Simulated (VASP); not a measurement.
A run of VASP 6.6.1 is set up as follows.

The input INCAR:

```
SYSTEM = HfN
ALGO = Normal ; EDIFF = 1E-8
ENCUT = 520 ; GGA = PE
GGA_COMPAT = .FALSE. ; ISIF = 2
ISMEAR = -1 ; LASPH = .TRUE.
LCHARG = .FALSE. ; LEFG = .TRUE.
LREAL = .FALSE. ; LWAVE = .FALSE.
NBANDS = 14 ; NELM = 120
PREC = Accurate ; SIGMA = 0.03
```

Contents of KPOINTS:

```
k-points
0
G
  10 10 10
  0 0 0
```

The input POSCAR:

```
HfN
1.0
    0.0000000000      2.3033053658      2.3033053658
    2.3033053658      0.0000000000      2.3033053658
    2.3033053658      2.3033053658      0.0000000000
Hf N
1 1
Direct
    0.0000000000      0.0000000000      0.0000000000
    0.5000000000      0.5000000000      0.5000000000
```

Potentials or basis: VASP PAW PBE potentials, release 64 (Hf_pv, N).

Command:

```sh
$ cat potpaw_PBE.64/Hf_pv/POTCAR potpaw_PBE.64/N/POTCAR > POTCAR
$ mpirun -np 1 vasp_std > vasp.out
```

Q: What does it give for the pressure?

A: -11.5 GPa.

Caveat: without QUAD_EFG the Cq values of the log hold for a quadrupole moment of 1 mb, not for the nuclei.
